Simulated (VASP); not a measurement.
Here is a VASP 6.6.1 calculation.

INCAR

```
ALGO = Normal ; EDIFF = 1E-6
EDIFFG = -0.03 ; ENCUT = 520
GGA = PE ; IBRION = 2
ISIF = 2 ; ISMEAR = 0
IVDW = 12 ; LASPH = T
LCHARG = F ; LREAL = Auto
LWAVE = F ; NELM = 60
NSW = 80 ; PREC = Accurate
SIGMA = 0.05
```

Contents of KPOINTS:

```
k-points
0
Gamma
  1 1 1
```

Contents of POSCAR:

```
Mg32O31
1.0
    8.8224000000      0.0000000000      0.0000000000
    0.0000000000      8.8224000000      0.0000000000
    0.0000000000      0.0000000000      8.8224000000
Mg O
32 31
Direct
    0.5000000000      0.0000000000      0.0000000000
    0.7500000000      0.2500000000      0.0000000000
    0.7500000000      0.0000000000      0.2500000000
    0.0000000000      0.0000000000      0.0000000000
    0.2500000000      0.2500000000      0.0000000000
    0.5000000000      0.5000000000      0.0000000000
    0.7500000000      0.7500000000      0.0000000000
    0.2500000000      0.0000000000      0.2500000000
    0.5000000000      0.2500000000      0.2500000000
    0.7500000000      0.5000000000      0.2500000000
    0.5000000000      0.0000000000      0.5000000000
    0.7500000000      0.2500000000      0.5000000000
    0.7500000000      0.0000000000      0.7500000000
    0.0000000000      0.5000000000      0.0000000000
    0.2500000000      0.7500000000      0.0000000000
    0.0000000000      0.2500000000      0.2500000000
    0.2500000000      0.5000000000      0.2500000000
    0.5000000000      0.7500000000      0.2500000000
    0.0000000000      0.0000000000      0.5000000000
    0.2500000000      0.2500000000      0.5000000000
    0.5000000000      0.5000000000      0.5000000000
    0.7500000000      0.7500000000      0.5000000000
    0.2500000000      0.0000000000      0.7500000000
    0.5000000000      0.2500000000      0.7500000000
    0.7500000000      0.5000000000      0.7500000000
    0.0000000000      0.7500000000      0.2500000000
    0.0000000000      0.5000000000      0.5000000000
    0.2500000000      0.7500000000      0.5000000000
    0.0000000000      0.2500000000      0.7500000000
    0.2500000000      0.5000000000      0.7500000000
    0.5000000000      0.7500000000      0.7500000000
    0.0000000000      0.7500000000      0.7500000000
    0.7500000000      0.2500000000      0.2500000000
    0.0000000000      0.5000000000      0.2500000000
    0.0000000000      0.2500000000      0.5000000000
    0.2500000000      0.2500000000      0.2500000000
    0.5000000000      0.5000000000      0.2500000000
    0.7500000000      0.7500000000      0.2500000000
    0.0000000000      0.0000000000      0.2500000000
    0.5000000000      0.2500000000      0.5000000000
    0.7500000000      0.5000000000      0.5000000000
    0.7500000000      0.2500000000      0.7500000000
    0.0000000000      0.5000000000      0.7500000000
    0.0000000000      0.2500000000      0.0000000000
    0.0000000000      0.7500000000      0.5000000000
    0.5000000000      0.0000000000      0.2500000000
    0.2500000000      0.5000000000      0.5000000000
    0.5000000000      0.7500000000      0.5000000000
    0.7500000000      0.0000000000      0.5000000000
    0.2500000000      0.2500000000      0.7500000000
    0.5000000000      0.5000000000      0.7500000000
    0.7500000000      0.7500000000      0.7500000000
    0.0000000000      0.0000000000      0.7500000000
    0.5000000000      0.2500000000      0.0000000000
    0.7500000000      0.5000000000      0.0000000000
    0.0000000000      0.7500000000      0.0000000000
    0.2500000000      0.0000000000      0.5000000000
    0.2500000000      0.7500000000      0.7500000000
    0.5000000000      0.0000000000      0.7500000000
    0.2500000000      0.5000000000      0.0000000000
    0.5000000000      0.7500000000      0.0000000000
    0.7500000000      0.0000000000      0.0000000000
    0.2500000000      0.0000000000      0.0000000000
```

Potentials or basis: VASP PAW PBE potentials, release 64 (Mg, O).

Launch:

```sh
$ cat potpaw_PBE.64/Mg/POTCAR potpaw_PBE.64/O/POTCAR > POTCAR
$ mpirun -np 1 vasp_gam > vasp.out
```

Task: Estimate the energy gained by relaxing.

Result: 2.6 meV/atom.

Task: Estimate the dispersion energy per atom.

Result: -0.255 eV.

Task: Estimate the band gap on the k mesh.

Result: 2.10 eV.

Final structure:
```
Mg O
1.0
     8.82240    0.00000    0.00000
     0.00000    8.82240    0.00000
     0.00000    0.00000    8.82240
Mg O
32 31
Direct
  0.49978 0.99978 0.00022
  0.75000 0.25000 0.99967
  0.75000 0.00199 0.25000
  0.00022 0.99978 0.00022
  0.25000 0.25000 0.99801
  0.49978 0.50022 0.00022
  0.75000 0.75000 0.99801
  0.25000 0.00908 0.25000
  0.50199 0.25000 0.25000
  0.75000 0.49801 0.25000
  0.49978 0.99978 0.49978
  0.75000 0.25000 0.50033
  0.75000 0.00033 0.75000
  0.00022 0.50022 0.00022
  0.25000 0.75000 0.99092
  0.99801 0.25000 0.25000
  0.25000 0.49092 0.25000
  0.50908 0.75000 0.25000
  0.00022 0.99978 0.49978
  0.25000 0.25000 0.50199
  0.49978 0.50022 0.49978
  0.75000 0.75000 0.50199
  0.25000 0.00199 0.75000
  0.50033 0.25000 0.75000
  0.75000 0.49967 0.75000
  0.99092 0.75000 0.25000
  0.00022 0.50022 0.49978
  0.25000 0.75000 0.50908
  0.99967 0.25000 0.75000
  0.25000 0.49801 0.75000
  0.50199 0.75000 0.75000
  0.99801 0.75000 0.75000
  0.75000 0.25000 0.25000
  0.99984 0.49984 0.25000
  0.00037 0.25000 0.49963
  0.25000 0.25000 0.25000
  0.50016 0.49984 0.25000
  0.75000 0.75000 0.25000
  0.99984 0.00016 0.25000
  0.49963 0.25000 0.49963
  0.75000 0.50037 0.49963
  0.75000 0.25000 0.75000
  0.00037 0.50037 0.75000
  0.00037 0.25000 0.00037
  0.99984 0.75000 0.50016
  0.50016 0.00016 0.25000
  0.25000 0.49984 0.50016
  0.50016 0.75000 0.50016
  0.75000 0.99963 0.49963
  0.25000 0.25000 0.75000
  0.49963 0.50037 0.75000
  0.75000 0.75000 0.75000
  0.00037 0.99963 0.75000
  0.49963 0.25000 0.00037
  0.75000 0.50037 0.00037
  0.99984 0.75000 0.99984
  0.25000 0.00016 0.50016
  0.25000 0.75000 0.75000
  0.49963 0.99963 0.75000
  0.25000 0.49984 0.99984
  0.50016 0.75000 0.99984
  0.75000 0.99963 0.00037
  0.25000 0.00016 0.99984
```

Caveat: the k points lie up to 0.71 Å⁻¹ apart.
